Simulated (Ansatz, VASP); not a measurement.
**Si: VASP beside Ansatz**

Contents of POSCAR:

```
Si
1.0
    3.1514818068      0.0000000000      0.0000000000
   -1.5757409034      2.7292633042      0.0000000000
    0.0000000000      0.0000000000      5.1150218733
Si
2
Direct
    0.3333333333      0.6666666667      0.2500000000
    0.6666666667      0.3333333333      0.7500000000
```

INCAR.step1

```
SYSTEM = Si
ALGO     = Normal         ! electronic algorithm
EDIFF    = 1E-4           ! SCF threshold, eV
ENCUT    = 600            ! plane-wave cutoff, eV
GGA      = PE             ! functional
ISMEAR   = 0              ! smearing method
LASPH    = .TRUE.         ! aspherical terms in the spheres
LCHARG   = .FALSE.        ! write CHGCAR
LREAL    = .FALSE.        ! projectors in reciprocal space
LWAVE    = .TRUE.         ! write WAVECAR
NELM     = 80             ! most SCF steps
PREC     = Accurate       ! precision mode
SIGMA    = 0.1            ! smearing width, eV
```

INCAR.step2

```
SYSTEM = Si
ALGO     = Normal         ! electronic algorithm
EDIFF    = 1E-7           ! SCF threshold, eV
EDIFFG   = -0.04          ! ionic threshold
ENCUT    = 600            ! plane-wave cutoff, eV
IBRION   = 2              ! ionic algorithm
ISIF     = 3              ! what is computed and relaxed
ISMEAR   = 0              ! smearing method
ISTART   = 1            
LASPH    = .TRUE.         ! aspherical terms in the spheres
LCHARG   = .FALSE.        ! write CHGCAR
LMIXTAU  = .TRUE.       
LREAL    = .FALSE.        ! projectors in reciprocal space
LWAVE    = .FALSE.        ! write WAVECAR
METAGGA  = R2SCAN         ! meta-GGA
NELM     = 80             ! most SCF steps
NSW      = 90             ! ionic steps
PREC     = Accurate       ! precision mode
SIGMA    = 0.1            ! smearing width, eV
```

File KPOINTS:

```
k-points
0
G
  6 6 4
  0 0 0
```

Input for Ansatz:

```yaml
crystal:
  lattice:
    - [3.1514818068, 0.0, 0.0]
    - [-1.5757409034, 2.7292633042, 0.0]
    - [0.0, 0.0, 5.1150218733]
  atoms:
    - { symbol: Si, position: [0.3333333333, 0.6666666667, 0.25] }
    - { symbol: Si, position: [0.6666666667, 0.3333333333, 0.75] }
basis:
  ecutwfc: 500
kpoints:
  mp_grid: { grid: [6, 6, 4] }
hamiltonian:
  xc: r2scan
scf:
  occupations: { method: gaussian, width: 0.1 }
  lower_state_search: "off"
output:
  forces: true
  stress: true
  eigenvalues: true
relax:
  adjacent_minimum: "off"
  f_tol: 0.04
  max_steps: 70
  cell: { stress_tol: 0.4 }
```

Alike in both runs: task relaxation of cell and atoms; functional r2SCAN; k mesh 6 × 6 × 4; occupations gaussian, width 0.1 eV; no spin polarisation.

|  | VASP | Ansatz |
| --- | --- | --- |
| version | VASP 6.6.1 | Ansatz 0.2.0 |
| potentials or method | VASP PAW PBE potentials, release 64 (Si), cutoff 600 eV | scalar-relativistic, plane waves, PAW |
| valence electrons in the cell | 8 | 8 |

```csv
,VASP,Ansatz,Ansatz less VASP
"gap on the k mesh at the Fermi level, each at its own relaxed structure (eV)",none,none,-
relaxed volume (Å³/atom),13.63,13.59,-0.035
relaxed length of the cell vector where the two differ most in proportion (Å),2.673,2.670,-0.0035
```

VASP's potentials were made for PBE, not for r2SCAN. A gap of «none» marks a metal or a gap that the smearing closes.

The k mesh is coarse, so the values compare programs but aren't converged. Noted on VASP's run: the volume moved by over 15 % at a fixed basis, so the end points are rough.
